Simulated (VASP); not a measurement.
Input of a VASP 6.6.1 run:

File INCAR:

```
SYSTEM = BaTe
  PREC = Accurate
  ENCUT = 520
  EDIFF = 1E-6
  ISMEAR = 0
  SIGMA = 0.02
  LREAL = .False.
  LASPH = .True.
  NELM = 60
  ALGO = Normal
  ISIF = 2
  LWAVE = .False.
  LCHARG = .False.
  GGA = PE
  NBANDS = 15
```

Contents of KPOINTS:

```
Automatic mesh
0
Gamma
  8 8 8
  0 0 0
```

POSCAR

```
BaTe
1.0
    0.0000000000      3.4601487866      3.4601487866
    3.4601487866      0.0000000000      3.4601487866
    3.4601487866      3.4601487866      0.0000000000
Ba Te
1 1
Direct
    0.0000000000      0.0000000000      0.0000000000
    0.5000000000      0.5000000000      0.5000000000
```

Potentials or basis: VASP PAW PBE potentials, release 64 (Ba_sv, Te).

Run with:

```sh
$ cat potpaw_PBE.64/Ba_sv/POTCAR potpaw_PBE.64/Te/POTCAR > POTCAR
$ mpirun -np 1 vasp_std > vasp.out
```

Question: Predict the pressure.

Answer: 2.4 GPa.

Question: What does it give for the band gap on the k mesh?

Answer: 1.44 eV (least direct gap 1.82 eV).

Caveat: spin-orbit coupling is left out, which moves the levels of the heavy elements. A k mesh can miss the band edges.
